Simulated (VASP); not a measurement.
## H3CCl: relaxation of the atoms with PBE+D3(BJ)

H3CCl:

```
CELL_PARAMETERS angstrom
9.32016 0.00000 0.00000
0.00000 9.32016 0.00000
0.00000 0.00000 9.32016
ATOMIC_POSITIONS crystal
C 0.96232 0.49861 0.43795
C 0.68358 0.43296 0.91812
C 0.72713 0.94876 0.77102
C 0.27477 0.09928 0.02038
C 0.20067 0.65052 0.72517
C 0.50220 0.80611 0.15206
C 0.05660 0.17174 0.48533
C 0.58624 0.47206 0.38511
Cl 0.89676 0.57000 0.60217
Cl 0.70805 0.42205 0.10693
Cl 0.73774 0.99741 0.95510
Cl 0.29546 0.18988 0.18691
Cl 0.10344 0.81242 0.75164
Cl 0.56173 0.77607 0.33072
Cl 0.92901 0.22017 0.61852
Cl 0.62653 0.28593 0.39502
H 0.07325 0.46532 0.45273
H 0.89677 0.40685 0.40770
H 0.95601 0.58111 0.35559
H 0.67613 0.54533 0.88734
H 0.77484 0.38299 0.86516
H 0.58519 0.37706 0.88940
H 0.72625 0.04585 0.70619
H 0.81990 0.88334 0.74374
H 0.62892 0.88811 0.75348
H 0.27968 0.17751 0.93385
H 0.36092 0.02135 0.00873
H 0.17140 0.04503 0.01939
H 0.19603 0.62162 0.61215
H 0.31157 0.66722 0.75762
H 0.15233 0.56629 0.78997
H 0.54805 0.90620 0.11320
H 0.53745 0.71731 0.08497
H 0.38564 0.81272 0.15159
H 0.12767 0.26238 0.46624
H 0.11809 0.08007 0.52336
H 0.00004 0.14392 0.38705
H 0.55642 0.51006 0.49140
H 0.68070 0.52928 0.34726
H 0.49759 0.48770 0.31076
```

| Item | Value |
| --- | --- |
| Program | VASP 6.6.1 |
| Task | relaxation of the atoms |
| Functional | PBE |
| Dispersion | D3(BJ) |
| Potentials or basis | VASP PAW PBE potentials, release 64 (C, Cl, H) |
| Cutoff | 520 eV |
| k mesh | 1 × 1 × 1 |
| Occupations | fermi-dirac, width 0.02 eV |
| Spin | no spin polarisation |
| Dipole correction | no |
| Further INCAR settings | LREAL = Auto; ALGO = Normal; EDIFF = 1e-06; IBRION = 2; EDIFFG = -0.3; NSW = 35 |

- Energy gained by relaxing: 17.0 meV/atom
- Ionic steps: 15
- Pressure after relaxing: -0.3 GPa
- Largest force after relaxing: 0.296 eV/Å
- Band gap on the k mesh: 5.10 eV
- Dispersion energy per atom: -0.040 eV

Forces in eV/Å, atoms in the order of the input:
```
C    0.033  0.128 -0.087
C    0.037 -0.022 -0.282
C   -0.021  0.029 -0.062
C   -0.014  0.030  0.006
C    0.042  0.039 -0.002
C   -0.006 -0.007 -0.095
C    0.144 -0.051  0.065
C   -0.035 -0.070  0.195
Cl   0.212 -0.006 -0.071
Cl   0.001  0.040 -0.107
Cl  -0.085 -0.083 -0.197
Cl  -0.046 -0.059 -0.163
Cl   0.064 -0.190 -0.054
Cl  -0.069 -0.123 -0.180
Cl   0.184  0.046 -0.121
Cl   0.040  0.032 -0.015
H   -0.102  0.059  0.104
H   -0.038 -0.005  0.012
H   -0.055 -0.059  0.054
H    0.026  0.264  0.131
H    0.152 -0.113  0.026
H   -0.181 -0.177  0.099
H   -0.023 -0.076 -0.010
H   -0.009  0.020  0.027
H    0.036  0.046  0.197
H   -0.008  0.011  0.060
H   -0.056  0.038 -0.059
H    0.048  0.056  0.060
H   -0.001  0.144  0.069
H   -0.031 -0.064 -0.012
H   -0.006  0.126  0.027
H   -0.010 -0.064  0.021
H    0.124  0.045  0.242
H   -0.003  0.072  0.142
H    0.032 -0.074  0.033
H   -0.025  0.046 -0.083
H   -0.107 -0.021  0.151
H   -0.047  0.021 -0.200
H   -0.128 -0.050  0.030
H   -0.072  0.021  0.049
```

Stress tensor (GPa, compression positive):
```
-0.08  0.04 -0.03
 0.04 -0.29 -0.16
-0.03 -0.16 -0.51
```

The path:
```csv
step,energy change (eV),largest force (eV/Å),pressure (GPa)
1,0.0000,0.6829,0.86
2,-0.0867,0.7257,0.32
3,-0.0904,0.9115,0.19
4,-0.1432,0.5761,0.08
5,-0.1778,0.6862,-0.10
6,-0.2309,0.3981,-0.02
7,-0.2816,0.9391,0.17
8,-0.3306,0.7775,0.22
9,-0.4132,0.4250,0.40
10,-0.4201,0.5287,0.47
11,-0.4924,0.4013,0.33
12,-0.5640,1.0543,-0.01
13,-0.6158,0.7482,-0.12
14,-0.6592,0.4984,-0.34
15,-0.6781,0.2961,-0.29
```

Final structure:
```
C Cl H
1.0
     9.32016    0.00000    0.00000
     0.00000    9.32016    0.00000
     0.00000    0.00000    9.32016
C Cl H
8 8 24
Direct
  0.95429 0.51097 0.43066
  0.68826 0.43256 0.89885
  0.72516 0.94685 0.76773
  0.27182 0.10102 0.01665
  0.20930 0.65584 0.72929
  0.49751 0.81088 0.15749
  0.06390 0.15660 0.48862
  0.57710 0.45975 0.40389
  0.86575 0.58583 0.58377
  0.73057 0.41620 0.08418
  0.75478 0.01563 0.94542
  0.29830 0.18940 0.18570
  0.12894 0.82713 0.76502
  0.55770 0.82426 0.33979
  0.95558 0.19464 0.64291
  0.61049 0.27205 0.43080
  0.06551 0.48406 0.45813
  0.89720 0.41365 0.39847
  0.95317 0.59098 0.34438
  0.67774 0.54504 0.86890
  0.77321 0.38501 0.83405
  0.58767 0.37756 0.87663
  0.71926 0.03894 0.69522
  0.81644 0.87890 0.73868
  0.62488 0.88533 0.76300
  0.27439 0.18091 0.93053
  0.35945 0.02413 0.00323
  0.16812 0.04567 0.01690
  0.20002 0.63149 0.61456
  0.32248 0.66312 0.76025
  0.15381 0.57267 0.79121
  0.53778 0.90556 0.10073
  0.53972 0.71319 0.10669
  0.38011 0.80724 0.15505
  0.13417 0.24866 0.46936
  0.12765 0.06094 0.51335
  0.99654 0.13897 0.39387
  0.54647 0.50530 0.50807
  0.67518 0.51154 0.36570
  0.49264 0.47012 0.32326
```

Levels at points of the mesh, in eV from the valence-band top:
| k point | band 52 | band 53 | band 54 | band 55 | band 56 | band 57 | band 58 | band 59 | band 60 | band 61 |
| --- | --- | --- | --- | --- | --- | --- | --- | --- | --- | --- |
| (0.00, 0.00, 0.00) | -0.30 | -0.23 | -0.19 | -0.08 | 0.00 | 5.10 | 5.40 | 5.60 | 5.83 | 6.13 |

It took 38 min on 1 thread of Intel Xeon 8259CL, on a shared host, peak memory 0.77 GiB.

Caveat: the k points lie up to 0.67 Å⁻¹ apart; the relaxation stopped at a loose force limit of 0.3 eV/Å, so its end isn't a converged minimum.
